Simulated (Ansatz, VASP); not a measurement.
Cd4SeS3 in VASP and in Ansatz

POSCAR

```
Cd4SeS3
1.0
    5.9919743000      0.0000000000      0.0000000000
    0.0000000000      5.9919743000      0.0000000000
    0.0000000000      0.0000000000      5.9919743000
Cd Se S
4 1 3
Direct
    0.2442710000      0.7557290000      0.2442710000
    0.2442710000      0.2442710000      0.7557290000
    0.7557290000      0.7557290000      0.7557290000
    0.7557290000      0.2442710000      0.2442710000
    0.5000000000      0.5000000000      0.5000000000
    0.5000000000      0.0000000000      0.0000000000
    0.0000000000      0.0000000000      0.5000000000
    0.0000000000      0.5000000000      0.0000000000
```

File INCAR.step1:

```
PREC = Accurate ; ENCUT = 520
ISMEAR = 0 ; SIGMA = 0.02
LREAL = F ; LASPH = T
NELM = 100 ; NBANDS = 46
GGA = PE ; ALGO = Normal
EDIFF = 1E-4 ; LWAVE = T
LCHARG = F
```

INCAR.step2

```
PREC = Accurate ; ENCUT = 520
EDIFF = 1E-6 ; ISMEAR = 0
SIGMA = 0.02 ; LREAL = F
LASPH = T ; NELM = 100
ALGO = Normal ; ISIF = 2
LWAVE = F ; LCHARG = F
METAGGA = R2SCAN ; LMIXTAU = T
NBANDS = 46 ; ISTART = 1
```

The input KPOINTS:

```
Automatic mesh
0
Gamma
  6 6 6
```

Input for Ansatz:

```yaml
crystal:
  lattice:
    - [5.9919743, 0.0, 0.0]
    - [0.0, 5.9919743, 0.0]
    - [0.0, 0.0, 5.9919743]
  atoms:
    - { symbol: Cd, position: [0.244271, 0.755729, 0.244271] }
    - { symbol: Cd, position: [0.244271, 0.244271, 0.755729] }
    - { symbol: Cd, position: [0.755729, 0.755729, 0.755729] }
    - { symbol: Cd, position: [0.755729, 0.244271, 0.244271] }
    - { symbol: Se, position: [0.5, 0.5, 0.5] }
    - { symbol: S, position: [0.5, 0.0, 0.0] }
    - { symbol: S, position: [0.0, 0.0, 0.5] }
    - { symbol: S, position: [0.0, 0.5, 0.0] }
basis:
  ecutwfc: 500
kpoints:
  mp_grid: { grid: [6, 6, 6] }
  band_path:
    path:
      - [[0.0, 0.0, 0.0], [0.0, 0.5, 0.0], [0.5, 0.5, 0.0], [0.0, 0.0, 0.0], [0.5, 0.5, 0.5], [0.0, 0.5, 0.0]]
      - [[0.5, 0.5, 0.5], [0.5, 0.5, 0.0]]
    npoints: 14
hamiltonian:
  xc: r2scan
scf:
  occupations: { method: gaussian, width: 0.02 }
  n_extra_bands: 20
output:
  forces: true
  stress: true
  eigenvalues: true
  populations: true
  dos: { projected: true, de: 0.02, nscf_kmesh: { grid: [9, 9, 9] } }
  bader: true
  write_density: true
  write_potential: true
  elf: true
  volumetric_format: npy
```

Alike in both runs: task single point; functional r2SCAN; k mesh 6 × 6 × 6; occupations gaussian, width 0.02 eV; no spin polarisation.

|  | VASP | Ansatz |
| --- | --- | --- |
| version | VASP 6.6.1 | Ansatz 0.2.0 |
| potentials or method | VASP PAW PBE potentials, release 64 (Cd, Se, S), cutoff 520 eV | scalar-relativistic, plane waves, PAW |
| valence electrons in the cell | 72 | 114 |

|  | VASP | Ansatz | Ansatz less VASP |
| --- | --- | --- | --- |
| gap on the k mesh at the Fermi level (eV) | 1.32 | 1.32 | +0.007 |
| least direct gap on the mesh (eV) | 1.32 | 1.32 | +0.007 |
| pressure (GPa) | -1.1 | -1.4 | -0.26 |
| rms of the force components (eV/Å) | 0.002 | 0.003 | +0.0008 |

VASP's potentials were made for PBE, not for r2SCAN. Atom by atom the forces differ by 0.001 eV/Å (rms over components). VASP's potentials hold 72 valence electrons a cell and Ansatz's 114, so a difference there can come from the potentials and not from the codes.
